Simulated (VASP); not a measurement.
V: single point with PBE

V:

```
V
1.0
     2.17500    0.00000    0.00000
    -1.08750    1.88361    0.00000
     0.00000    0.00000    2.04248
V
1
Direct
  0.00000 0.00000 0.00000
```

* Program: VASP 6.6.1
* Task: single point
* Functional: PBE
* Potentials or basis: VASP PAW PBE potentials, release 64 (V_sv)
* Cutoff: 520 eV
* k mesh: 20 × 20 × 18
* Occupations: fermi-dirac, width 0.05 eV
* Spin: no spin polarisation
* Dipole correction: no
* Further INCAR settings: ALGO = Normal; EDIFF = 1e-06; NBANDS = 12

```
Pressure : 227.2 GPa
```

Stress tensor (GPa, compression positive):
```
225.96   0.00   0.00
  0.00 225.96   0.00
  0.00   0.00 229.72
```

Levels at points of the mesh, in eV from the Fermi level:
```csv
k point,band 4,band 5,band 6,band 7,band 8,band 9
"(0.00, 0.00, 0.00)",-35.93,-7.10,-4.76,-0.21,-0.21,6.15
"(0.50, 0.00, 0.00)",-35.45,-6.01,-2.32,2.14,3.22,5.35
"(0.00, 0.00, 0.50)",-35.55,-2.48,0.96,0.96,1.07,2.19
"(0.50, 0.00, 0.50)",-36.34,-7.56,-3.56,0.38,6.90,8.21
```

It took 15 s on 1 thread of Intel(R) Xeon(R) Platinum 8488C (Sapphire Rapids), with other jobs on the host, peak memory 0.15 GiB.
